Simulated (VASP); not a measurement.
# Mo (P-1) in VASP: notebook

Mo is run at these levels: PBEsol; tasks: relaxation of cell and atoms, single point.

All numbers are computed with VASP 6.6.1; they aren't measurements. Logs are shortened: lines on timing, memory, paths and dates and some standing lists are left out, and cuts for length are marked.

## Step 1: The cell of the first run

The typed cell holds 1 atom: a = 2.825 Å, b = 2.722 Å, c = 2.538 Å, α = 89.36°, β = 92.00°, γ = 122.00°.

## Step 2: Relaxation of cell and atoms, PBEsol, target pressure 5 GPa, at which the enthalpy is minimised

INCAR

```
PREC = Accurate ; ENCUT = 600
EDIFF = 1E-6 ; ISMEAR = -1
SIGMA = 0.05 ; LREAL = F
LASPH = T ; NELM = 60
ALGO = Fast ; ISIF = 3
LWAVE = F ; LCHARG = F
GGA = PS ; IBRION = 2
NSW = 60 ; EDIFFG = -0.01
PSTRESS = 50.0
```

KPOINTS

```
regular mesh
0
Gamma
  11 11 10
```

POSCAR

```
Mo
1.0
    2.8244807000     -0.0180516400     -0.0483609000
   -1.4278735300      2.3175461800      0.0145522700
   -0.0451728600     -0.0103847700      2.5373308300
Mo
1
Direct
    0.0000000000      0.0000000000      0.5000000000
```

Potentials or basis: VASP PAW PBE potentials, release 64 (Mo_sv).

Started as:

```console
cat potpaw_PBE.64/Mo_sv/POTCAR > POTCAR
mpirun -np 1 vasp_std > vasp.out
```

OUTCAR:

```text
PREC = Accurate
   ENCUT = 600
   EDIFF = 1E-6
   ISMEAR = -1
   LREAL = F
   LASPH = T
   NELM = 60
   ISIF = 3
   GGA = PS
   IBRION = 2
   NSW = 60
   EDIFFG = -0.01
   PSTRESS = 50.0

 ion  position               nearest neighbor table
   1  0.000  0.000  0.500-

  LATTYP: Found a triclinic cell.
 ALAT       =     2.8249523647
 B/A-ratio  =     0.9636061948
 C/A-ratio  =     0.8983352041
 COS(alpha) =     0.0111980975
 COS(beta)  =     0.0348875442
 COS(gamma) =     0.5299847481

  Lattice vectors:

 A1 = (   2.8244807000,  -0.0180516400,  -0.0483609000)
 A2 = (   1.4278735300,  -2.3175461800,  -0.0145522700)
 A3 = (   0.0451728600,   0.0103847700,  -2.5373308300)

Analysis of symmetry for initial positions (statically):
=====================================================================
 Subroutine PRICEL returns:
 Original cell was already a primitive cell.

 Routine SETGRP: Setting up the symmetry group for a
 triclinic supercell.

 Subroutine GETGRP returns: Found  2 space group operations
 (whereof  2 operations were pure point group operations)
 out of a pool of  2 trial point group operations.

The static configuration has the point symmetry S_2 .

Analysis of symmetry for dynamics (positions and initial velocities):
=====================================================================
 Subroutine PRICEL returns:
 Original cell was already a primitive cell.

 Routine SETGRP: Setting up the symmetry group for a
 triclinic supercell.

 Subroutine GETGRP returns: Found  2 space group operations
 (whereof  2 operations were pure point group operations)
 out of a pool of  2 trial point group operations.

The dynamic configuration has the point symmetry S_2 .

 Subroutine INISYM returns: Found  2 space group operations
 (whereof  2 operations are pure point group operations),
 and found     1 'primitive' translations

----------------------------------------------------------------------------------------

                                     Primitive cell

  volume of cell :      16.5383

  direct lattice vectors                    reciprocal lattice vectors
     2.824480700 -0.018051640 -0.048360900     0.355570951  0.219026998  0.007226768
    -1.427873530  2.317546180  0.014552270     0.002799880  0.433204463  0.001822863
    -0.045172860 -0.010384770  2.537330830     0.006761037  0.001690057  0.394242231

  length of vectors
     2.824952365  2.722141599  2.537754159     0.417679008  0.433217346  0.394303822

  position of ions in fractional coordinates (direct lattice)
     0.000000000  0.000000000  0.500000000

  ion indices of the primitive-cell ions
   primitive index   ion index
                 1           1

----------------------------------------------------------------------------------------

 KPOINTS: regular mesh

Automatic generation of k-mesh.
 Grid dimensions read from file:
 generate k-points for:   11   11   10

 Generating k-lattice:

  Cartesian coordinates                     Fractional coordinates (reciprocal lattice)
     0.032324632  0.019911545  0.000656979     0.090909091  0.000000000  0.000000000
     0.000254535  0.039382224  0.000165715     0.000000000  0.090909091  0.000000000
     0.000676104  0.000169006  0.039424223    -0.000000000  0.000000000  0.100000000

  Length of vectors
     0.037970819  0.039383395  0.039430382

  Shift w.r.t. Gamma in fractional coordinates (k-lattice)
     0.000000000  0.000000000  0.000000000

 Subroutine IBZKPT returns following result:
 ===========================================

 Found    606 irreducible k-points:

 Following reciprocal coordinates:
            Coordinates               Weight
  0.000000  0.000000  0.000000      1.000000
  0.090909  0.000000  0.000000      2.000000
  0.181818  0.000000  0.000000      2.000000
  0.272727  0.000000  0.000000      2.000000
  0.363636  0.000000  0.000000      2.000000
  0.454545  0.000000  0.000000      2.000000
[... 16 lines left out ...]
  0.454545  0.181818  0.000000      2.000000
 -0.454545  0.181818  0.000000      2.000000
 [... further k-points ...]
   k-points           NKPTS =    606   k-points in BZ     NKDIM =    606   number of bands    NBANDS=     11
   number of dos      NEDOS =    301   number of ions     NIONS =      1
   total plane-waves  NPLWV =  11520
   dimension x,y,z NGX =    24 NGY =   24 NGZ =   20
   dimension x,y,z NGXF=    48 NGYF=   48 NGZF=   40
   ions per type =               1
   NGX,Y,Z   is equivalent  to a cutoff of  14.12, 14.66, 13.10 a.u.
   NGXF,Y,Z  is equivalent  to a cutoff of  28.25, 29.31, 26.20 a.u.
 SYSTEM =  unknown system
   PREC   = accura    normal or accurate (medium, high low for compatibility)
   ISTART =      0    job   : 0-new  1-cont  2-samecut
   ICHARG =      2    charge: 1-file 2-atom 10-const
   ISPIN  =      1    spin polarized calculation?
   LNONCOLLINEAR =      F non collinear calculations
   LSORBIT =      F    spin-orbit coupling
   LASPH  =      T    aspherical Exc in radial PAW
   ENCUT  =  600.0 eV  44.10 Ry    6.64 a.u.   5.64  5.44  5.07*2*pi/ulx,y,z
   NELM   =     60;   NELMIN=  2; NELMDL= -5     # of ELM steps
   EDIFF  = 0.1E-05   stopping-criterion for ELM
   LREAL  =      F    real-space projection
   EDIFFG = -.1E-01   stopping-criterion for IOM
   NSW    =     60    number of steps for IOM
   IBRION =      2    ionic relax: 0-MD 1-quasi-New 2-CG
   NFREE  =      1    steps in history (QN), initial steepest desc. (CG)
   ISIF   =      3    stress and relaxation
   ISYM   =      2    0-nonsym 1-usesym 2-fastsym
   POTIM  = 0.5000    time-step for ionic-motion
   TEBEG  =    0.0;   TEEND  =   0.0 temperature during run
   PSTRESS=   50.0 pullay stress
   NELECT =      14.0000    total number of electrons
   NUPDOWN=      -1.0000    fix difference up-down
   EMIN   =  10.00;   EMAX   =-10.00  energy-range for DOS
   EFERMI =   0.00;   METHOD = LEGACY
   ISMEAR =    -1;   SIGMA  =   0.05  broadening in eV -4-tet -1-fermi 0-gaus
   EFERMI_NEDOS =   21; number of points for ismear=-14 and -15
   IALGO  =     68    algorithm
   IMIX   =      4    mixing-type and parameters
     AMIX     =   0.40;   BMIX     =  1.00
     AMIX_MAG =   1.60;   BMIX_MAG =  1.00
  volume/ion in A,a.u.               =      16.54       111.61
  Fermi-wavevector in a.u.,A,eV,Ry     =   1.548653  2.926529 32.631197  2.398325
  Thomas-Fermi vector in A             =   2.653572
   LORBIT       =      0    0 simple, 1 ext, 2 COOP (PROOUT), +10 PAW based schemes
   GGA     = PS    functional components
   LHFCALC =     F    Hartree Fock is set to
   AEXX    =    0.0000 exact exchange contribution
   IVDW    =     0    specifies the selected vdW correction
   LEPSILON=     F    determine dielectric tensor
   LRPA    =     F    only Hartree local field effects (RPA)
 conjugate gradient relaxation of ions
 non-spin polarized calculation
 RMM-DIIS sequential band-by-band and
  energy-cutoff  :      600.00
  volume of cell :       16.54
 maximum number of plane-waves:       564
   NGX = 11   NGY = 11   NGZ = 11

--------------------------------------- Ionic step        1  -------------------------------------------

 number of electron      14.0000001 magnetization

 Free energy of the ion-electron system (eV)
  ---------------------------------------------------
  ext. energy  EPLUGINS =         0.00000000
  ---------------------------------------------------
  free energy    TOTEN  =       -10.90134637 eV

  energy without entropy =      -10.89429521  energy(sigma->0) =      -10.89782079

------------------------ aborting loop because EDIFF is reached ----------------------------------------

  FORCE on cell =-STRESS in cart. coord.  units (eV):
  Direction    XX          YY          ZZ          XY          YZ          ZX
  --------------------------------------------------------------------------------------
  -------------------------------------------------------------------------------------
  Total        0.0884435     -0.1859751     -1.0072220     -0.0034962     -0.0652766     -0.2976908
  in kB        8.5681347    -18.0166914    -97.5765378     -0.3386997     -6.3237906    -28.8393596
  external PRESSURE =     -85.6750315 kB  Pullay stress =      50.0000000 kB
[... 90 lines left out ...]
  FREE ENERGIE OF THE ION-ELECTRON SYSTEM (eV)
  ---------------------------------------------------
  free  energy   TOTEN  =       -10.9072034491 eV

  energy  without entropy=      -10.9010156334  energy(sigma->0) =      -10.90410954

  enthalpy is  TOTEN    =       -10.4120842048 eV   P V=        0.4951192443

[... ionic steps 4 to 41 ...]

--------------------------------------- Ionic step       42  -------------------------------------------

 number of electron      14.0000002 magnetization

------------------------ aborting loop because EDIFF is reached ----------------------------------------

  FORCE on cell =-STRESS in cart. coord.  units (eV):
  Direction    XX          YY          ZZ          XY          YZ          ZX
  --------------------------------------------------------------------------------------
  -------------------------------------------------------------------------------------
  Total        0.4295738      0.4436342      0.4506326      0.0062095     -0.0006617      0.0028450
  in kB       46.0522495     47.5595795     48.3098472      0.6656822     -0.0709352      0.3050020
  external PRESSURE =      -2.6927746 kB  Pullay stress =      50.0000000 kB
[... 59 lines left out ...]
  enthalpy is  TOTEN    =       -11.2214241718 eV   P V=        0.4661777359

--------------------------------------- Ionic step       44  -------------------------------------------

 number of electron      14.0000002 magnetization

 Free energy of the ion-electron system (eV)
  ---------------------------------------------------
  ext. energy  EPLUGINS =         0.00000000
  ---------------------------------------------------
  free energy    TOTEN  =       -11.68754711 eV

  energy without entropy =      -11.68262899  energy(sigma->0) =      -11.68508805

 E-fermi :  13.2284     XC(G=0): -13.7868

 val. band max:       13.2207786666   @ k =  -0.1818   0.2727   0.1000
 cond. band min:      13.2342956709   @ k =   0.1818   0.0000   0.0000
 fundamental gap:      0.0135170044
 Fermi energy:        13.2283538088

 k-point     1 :       0.0000    0.0000    0.0000
  band No.  band energies     occupation
      1     -48.0063      2.00000
      2     -21.2561      2.00000
      3     -21.1893      2.00000
      4     -21.0637      2.00000
      5       5.7855      2.00000
      6      11.1946      2.00000
      7      11.8790      2.00000
      8      12.0879      2.00000
      9      14.8070      0.00000
     10      15.1923      0.00000
     11      27.6089      0.00000
[... 309 lines left out ...]
 k-point    24 :      -0.4545    0.1818    0.0000
  band No.  band energies     occupation
      1     -47.7246      2.00000
      2     -22.5325      2.00000
      3     -21.7448      2.00000
      4     -21.1986      2.00000
      5       8.7733      2.00000
      6       9.9153      2.00000
      7      11.4645      2.00000
      8      14.7869      0.00000
      9      15.7010      0.00000
     10      18.5574      0.00000
     11      26.1752      0.00000

 [... further k-points ...]

------------------------ aborting loop because EDIFF is reached ----------------------------------------

  FORCE on cell =-STRESS in cart. coord.  units (eV):
  Direction    XX          YY          ZZ          XY          YZ          ZX
  --------------------------------------------------------------------------------------
  -------------------------------------------------------------------------------------
  Total        0.4603154      0.4652088      0.4744120      0.0029719      0.0040338     -0.0051919
  in kB       49.3769554     49.9018567     50.8890605      0.3187862      0.4326980     -0.5569238
  external PRESSURE =       0.0559575 kB  Pullay stress =      50.0000000 kB
[... 16 lines left out ...]
  FREE ENERGIE OF THE ION-ELECTRON SYSTEM (eV)
  ---------------------------------------------------
  free  energy   TOTEN  =       -11.6875471090 eV

  energy  without entropy=      -11.6826289907  energy(sigma->0) =      -11.68508805

  enthalpy is  TOTEN    =       -11.2214233806 eV   P V=        0.4661237285

 reached required accuracy - stopping structural energy minimisation
```

Run time: 44 min. Hardware: 1 thread of Intel Xeon 8259CL, shared host; peak memory 0.37 GiB.

Results:

| Property | Result |
| --- | --- |
| Free energy | -11.6875 eV |
| Relaxed volume | 14.94 Å³/atom |
| Relaxed cell | a = 4.249 Å, b = 3.085 Å, c = 2.616 Å, α = 56.60°, β = 143.07°, γ = 133.55° |
| Space group after relaxing (to 0.1 Å) | Fmmm (No. 69) |
| Energy change on relaxing (the run minimises the enthalpy) | -786.2 meV/atom |
| Ionic steps | 44 |
| Pressure after relaxing | 5.0 GPa |
| Band gap on the k mesh | zero (bands 7 and 8 overlap by 5.10 eV) |

The path:
```tsv
step	energy change (eV)	largest force (eV/Å)	pressure (GPa)	volume (Å³)
1	0.0000	0.0000	-3.57	16.54
3	-0.0059	0.0000	6.14	15.87
5	-0.0264	0.0000	5.66	15.91
7	-0.1205	0.0000	9.99	15.90
9	-0.1229	0.0000	9.81	15.91
11	-0.1327	0.0000	8.98	15.96
13	-0.1535	0.0000	5.96	16.09
15	-0.2831	0.0000	1.35	16.01
17	-0.4262	0.0000	2.47	15.70
19	-0.4705	0.0000	4.80	15.38
21	-0.4776	0.0000	6.08	15.30
23	-0.4740	0.0000	14.46	14.99
25	-0.5370	0.0000	8.94	15.18
27	-0.6669	0.0000	-0.38	15.48
29	-0.7002	0.0000	2.49	15.29
31	-0.6381	0.0000	29.08	13.91
33	-0.7841	0.0000	3.48	14.98
35	-0.7845	0.0000	5.11	14.92
37	-0.7862	0.0000	5.09	14.94
39	-0.7856	0.0000	5.47	14.92
41	-0.7860	0.0000	5.23	14.93
43	-0.7863	0.0000	4.86	14.94
44	-0.7862	0.0000	5.01	14.94
```

Final structure:
```
Mo
1.0
     3.92131   -0.08741   -1.63431
    -1.90188    2.27881    0.84087
    -1.32577    0.01079    2.25531
Mo
1
Direct
  0.00000 0.00000 0.50000
```

Caveat: the cell is relaxed towards a set pressure, so the run minimises the enthalpy, not the energy; a cell axis changed by over 15 % at a fixed basis, so the end point is rough; the PAW data sets were made with another functional, which shifts forces and pressure a little.

## Step 3: Relaxation of cell and atoms, PBEsol, target pressure 10 GPa, at which the enthalpy is minimised

INCAR

```
  ALGO = Fast
  EDIFF = 1E-7
  EDIFFG = -0.01
  ENCUT = 600
  GGA = PS
  IBRION = 2
  ISIF = 3
  ISMEAR = -1
  LASPH = T
  LCHARG = F
  LREAL = F
  LWAVE = F
  NELM = 100
  NSW = 60
  PREC = Accurate
  PSTRESS = 100.0
  SIGMA = 0.05
```

KPOINTS

```
k-points
0
Gamma
  11 11 10
```

POSCAR is that of step 2.

Potentials or basis: VASP PAW PBE potentials, release 64 (Mo_sv).

Started as:

```console
cat potpaw_PBE.64/Mo_sv/POTCAR > POTCAR
mpirun -np 1 vasp_std > vasp.out
```

It took 47 min on 1 thread of Intel Xeon 8259CL, shared host; peak memory 0.38 GiB.

Results (log left out):

```
Free energy                                                : -11.6771 eV
Relaxed volume                                             : 14.71 Å³/atom
Relaxed cell                                               : a = 4.238 Å, b = 3.070 Å, c = 2.610 Å, α = 56.43°, β = 143.22°, γ = 133.65°
Space group after relaxing (to 0.1 Å)                      : Fmmm (No. 69)
Energy change on relaxing (the run minimises the enthalpy) : -775.7 meV/atom
Ionic steps                                                : 41
Pressure after relaxing                                    : 10.0 GPa
Band gap on the k mesh                                     : zero (bands 7 and 8 overlap by 5.26 eV)
```

Step by step:
```csv
step,energy change (eV),largest force (eV/Å),pressure (GPa),volume (Å³)
1,0.0000,0.0000,-3.57,16.54
3,0.0067,0.0000,9.96,15.64
5,0.0110,0.0000,11.25,15.56
7,-0.0688,0.0000,11.01,15.64
9,-0.0874,0.0000,19.94,15.36
11,-0.0923,0.0000,19.66,15.38
13,-0.1091,0.0000,18.65,15.42
15,-0.1328,0.0000,16.11,15.50
17,-0.3519,0.0000,28.29,14.41
19,-0.3421,0.0000,29.75,14.34
21,-0.3237,0.0000,29.62,14.27
23,-0.3936,0.0000,17.00,14.66
25,-0.5435,0.0000,9.44,14.97
27,-0.6750,0.0000,0.09,15.45
29,-0.7262,0.0000,8.74,14.94
31,-0.7544,0.0000,9.52,14.84
33,-0.7806,0.0000,7.09,14.83
35,-0.7730,0.0000,10.67,14.68
37,-0.7755,0.0000,9.94,14.71
39,-0.7753,0.0000,10.17,14.70
41,-0.7757,0.0000,10.00,14.71
```

Final structure:
```
Mo
1.0
     3.91090   -0.10004   -1.62898
    -1.89003    2.27036    0.83608
    -1.32947    0.01780    2.24631
Mo
1
Direct
  0.00000 0.00000 0.50000
```

Levels at points of the mesh, in eV from the Fermi level:
```tsv
k point	band 4	band 5	band 6	band 7	band 8	band 9	band 10	band 11
(0.00, 0.00, 0.00)	-34.26	-7.49	-2.03	-1.39	-1.19	1.61	1.97	14.45
(0.00, 0.00, 0.50)	-35.39	-6.01	-5.93	3.90	4.26	4.89	9.16	9.32
```

Caveat: the cell is relaxed towards a set pressure, so the run minimises the enthalpy, not the energy; a cell axis changed by over 15 % at a fixed basis, so the end point is rough; the PAW data sets were made with another functional, which shifts forces and pressure a little.

## Step 4: Single point, PBEsol, non-collinear spin, zero start, spin-orbit coupling

INCAR

```
ALGO     = Fast           # electronic algorithm
EDIFF    = 1E-7           # SCF threshold, eV
ENCUT    = 520            # plane-wave cutoff, eV
GGA      = PS             # functional
GGA_COMPAT= F            
ISIF     = 2              # what is computed and relaxed
ISMEAR   = -1             # smearing method
LASPH    = T              # aspherical terms in the spheres
LCHARG   = T              # write CHGCAR
LMAXMIX  = 4              # l up to which the mixer works
LNONCOLLINEAR= T              # non-collinear magnetism
LORBIT   = 11             # projections on sites
LORBMOM  = T            
LREAL    = F              # projectors in reciprocal space
LSORBIT  = T              # spin-orbit coupling
LVHAR    = T            
LWAVE    = F              # write WAVECAR
MAGMOM   = 0 0 0          # initial moments
NBANDS   = 25             # bands
NELM     = 150            # most SCF steps
PREC     = Accurate       # precision mode
SIGMA    = 0.05           # smearing width, eV
```

KPOINTS is that of step 3.

POSCAR is that of step 3.

Started as:

```console
cat potpaw_PBE.64/Mo_sv/POTCAR > POTCAR
mpirun -np 1 vasp_ncl > vasp.out
```

Run time: 13 min. Hardware: 1 thread of Oxide Virtual Turin-like, shared host; peak memory 0.39 GiB.

It converged, with:

```yaml
Free_energy: -11.0059 eV
Pressure: -3.4 GPa
Net_moment: 0.00 μB per cell
Valence_electrons_inside_the_program's_atomic_spheres: Mo 12.60
```

Stress tensor (GPa, compression positive):
```
 0.94 -0.03 -2.87
-0.03 -1.65 -0.64
-2.87 -0.64 -9.54
```

Moments on the atoms (μB; x, y, z):
```
Mo  0.00 0.00 0.00
```

Caveat: the cell stands under tension; the PAW data sets were made with another functional, which shifts forces and pressure a little.

## Step 5: The runs side by side

| task | spin | cell | cutoff (eV) | gap on the mesh (eV) | pressure (GPa) |
| --- | --- | --- | --- | --- | --- |
| relaxation of cell and atoms | off | relaxed to 5 GPa | 600 | none | 5.0 |
| relaxation of cell and atoms | off | relaxed to 10 GPa | 600 | none | 10.0 |
| single point | non-collinear, zero start, SOC | as given | 520 | - | -3.4 |

Alike in all rows: level PBEsol; potentials or basis VASP PAW PBE potentials, release 64 (Mo_sv); k mesh 11 × 11 × 10; smearing fermi-dirac 0.05 eV.

Caveats: the PAW data sets were made with another functional, which shifts forces and pressure a little; the cell is relaxed towards a set pressure, so the run minimises the enthalpy, not the energy (at least some runs); a cell axis changed by over 15 % at a fixed basis, so the end point is rough (at least some runs); the cell stands under tension (at least some runs).

Absolute energies hang on the potentials; compare differences alone.
